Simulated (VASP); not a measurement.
Wanted: the native input for a VASP 6.6.1 run.

* Task: single point
* Functional: PBE
* Potentials or basis: VASP PAW PBE potentials, release 64 (W_sv, F)
* Cutoff: 520 eV
* k mesh: 6 × 6 × 6
* Occupations: gaussian, width 0.1 eV
* Spin: collinear spin, ferrimagnetic start
* Starting moments: [2.75, 0.01, -0.09, -0.09] μB
* Dipole correction: no
* Further INCAR settings: ALGO = Normal; EDIFF = 1e-07; NBANDS = 30

The structure of WF3 lies in POSCAR:

```
WF3
1.0
    0.0000000000      3.2029225600      3.2029225600
    3.2029225600      0.0000000000      3.2029225600
    3.2029225600      3.2029225600      0.0000000000
W F
1 3
Direct
    0.0000000000      0.0000000000      0.0000000000
    0.5000000000      0.5000000000      0.5000000000
    0.7500000000      0.7500000000      0.7500000000
    0.2500000000      0.2500000000      0.2500000000
```

The input as run:

INCAR

```
PREC = Accurate ; ENCUT = 520
EDIFF = 1E-7 ; ISMEAR = 0
SIGMA = 0.1 ; LREAL = F
LASPH = T ; NELM = 150
ALGO = Normal ; ISIF = 2
LWAVE = F ; LCHARG = F
ISPIN = 2 ; MAGMOM = 2.75 0.01 -0.09 -0.09
LORBIT = 11 ; LMAXMIX = 4
GGA = PE ; NBANDS = 30
```

KPOINTS

```
regular mesh
0
Gamma
  6 6 6
```

Potentials or basis: VASP PAW PBE potentials, release 64 (W_sv, F).

Command:

```sh
$ cat potpaw_PBE.64/W_sv/POTCAR potpaw_PBE.64/F/POTCAR > POTCAR
$ mpirun -np 1 vasp_std > vasp.out
```

Results of the run:

| Quantity | Value |
| --- | --- |
| Pressure | -25.1 GPa |
| Band gap on the k mesh | zero (filled and empty bands overlap) |
| Net moment | 3.00 μB per cell |
| Site moments | W +2.66; F +0.01, -0.09 μB |
| Valence electrons inside the program's atomic spheres | W 11.10; F 5.98, 5.95 |

Caveat: spin-orbit coupling is left out, which moves the levels of the heavy elements.

Wall time 78 s on 1 thread of Intel(R) Xeon(R) Platinum 8259CL CPU @ 2.50GHz (Skylake/Cascade Lake) (shared host), peak memory 0.26 GiB.
